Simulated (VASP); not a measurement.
# BP: single point with PBE

The system is BP.

```
B P
1.0
     0.00000    2.22295    2.28684
     2.22295    0.00000    2.28684
     2.22295    2.22295    0.00000
B P
1 1
Cartesian
  0.0000 0.0000 0.0000
  1.1115 1.1115 1.1434
```

This cell differs from its parent crystal: epitaxial xy strain -2.0%.

- Program: VASP 6.6.1
- Task: single point
- Functional: PBE
- Potentials or basis: VASP PAW PBE potentials, release 64 (B, P)
- Cutoff: 520 eV
- k mesh: 6 × 6 × 6
- Occupations: gaussian, width 0.01 eV
- Spin: no spin polarisation
- Dipole correction: no
- Further INCAR settings: ALGO = Normal; EDIFF = 1e-06; NBANDS = 11

| Property | Result |
| --- | --- |
| Pressure | 6.9 GPa |
| Band gap on the k mesh | 1.06 eV, indirect (least direct gap 3.30 eV) |

Stress tensor (GPa, compression positive):
```
9.54 0.00 0.00
0.00 9.54 0.00
0.00 0.00 1.50
```

Levels at points of the mesh, in eV from the valence-band top:
| k point | band 1 | band 2 | band 3 | band 4 | band 5 | band 6 | band 7 | band 8 | band 9 |
| --- | --- | --- | --- | --- | --- | --- | --- | --- | --- |
| (0.00, 0.00, 0.00) | -15.86 | -0.29 | 0.00 | 0.00 | 3.30 | 3.30 | 3.46 | 7.77 | 11.63 |
| (0.50, 0.00, 0.00) | -12.41 | -9.37 | -2.09 | -1.70 | 3.73 | 4.64 | 4.78 | 10.15 | 14.56 |
| (0.50, 0.50, 0.00) | -11.02 | -9.03 | -4.13 | -4.13 | 1.38 | 1.80 | 12.35 | 12.35 | 15.31 |
| (0.50, 0.00, 0.50) | -10.73 | -8.77 | -4.46 | -4.40 | 1.06 | 1.39 | 11.98 | 12.62 | 15.49 |

It took 5.7 s on 1 thread of Intel(R) Xeon(R) Platinum 8488C (Sapphire Rapids), with other jobs on the host, peak memory 0.13 GiB.

Caveat: the cell differs from its parent crystal (epitaxial xy strain -2.0%). A k mesh can miss the band edges.
